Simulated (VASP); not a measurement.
Write the native input for VASP 6.6.1 that does the following.

- Task: single point
- Functional: PBE
- Potentials or basis: VASP PAW PBE potentials, release 64 (Zn, S)
- Cutoff: 520 eV
- k mesh: 12 × 12 × 6
- Occupations: gaussian, width 0.05 eV
- Spin: no spin polarisation
- Dipole correction: no
- Further INCAR settings: ALGO = Normal; EDIFF = 1e-07; NBANDS = 26

The structure of ZnS lies in POSCAR:

```
ZnS
1.0
    3.8109987816      0.0285824909      0.0000000000
   -1.8807462276      3.2861305132      0.0000000000
    0.0000000000      0.0000000000      6.2340000000
Zn S
2 2
Direct
    0.3333333333      0.6666666667      0.0000000000
    0.6666666667      0.3333333333      0.5000000000
    0.3333333333      0.6666666667      0.3850000000
    0.6666666667      0.3333333333      0.8850000000
```

This cell differs from its parent crystal: strain +0.0150 x Voigt [0, 0, 0, 0, 0, 1].

These files were run (other wordings do the same):

INCAR

```
SYSTEM = ZnS
PREC     = Accurate       ! precision mode
ENCUT    = 520            ! plane-wave cutoff, eV
EDIFF    = 1E-7           ! SCF threshold, eV
ISMEAR   = 0              ! smearing method
SIGMA    = 0.05           ! smearing width, eV
LREAL    = .False.        ! projectors in reciprocal space
LASPH    = .True.         ! aspherical terms in the spheres
NELM     = 100            ! most SCF steps
ALGO     = Normal         ! electronic algorithm
ISIF     = 2              ! what is computed and relaxed
LWAVE    = .False.        ! write WAVECAR
LCHARG   = .False.        ! write CHGCAR
GGA      = PE             ! functional
NBANDS   = 26             ! bands
```

KPOINTS

```
regular mesh
0
Gamma
  12 12 6
  0 0 0
```

Potentials or basis: VASP PAW PBE potentials, release 64 (Zn, S).

The run is started by

```sh
$ cat potpaw_PBE.64/Zn/POTCAR potpaw_PBE.64/S/POTCAR > POTCAR
$ mpirun -np 1 vasp_std > vasp.out
```

It gave:

```json
{"Pressure": "2.5 GPa", "Largest force": "0.343 eV/Å", "Band gap on the k mesh": "2.23 eV"}
```

Caveat: the cell differs from its parent crystal (strain +0.0150 x Voigt [0, 0, 0, 0, 0, 1]).

It took 11 min on 1 thread of Intel Xeon 8259CL, with other jobs on the host, peak memory 0.57 GiB.
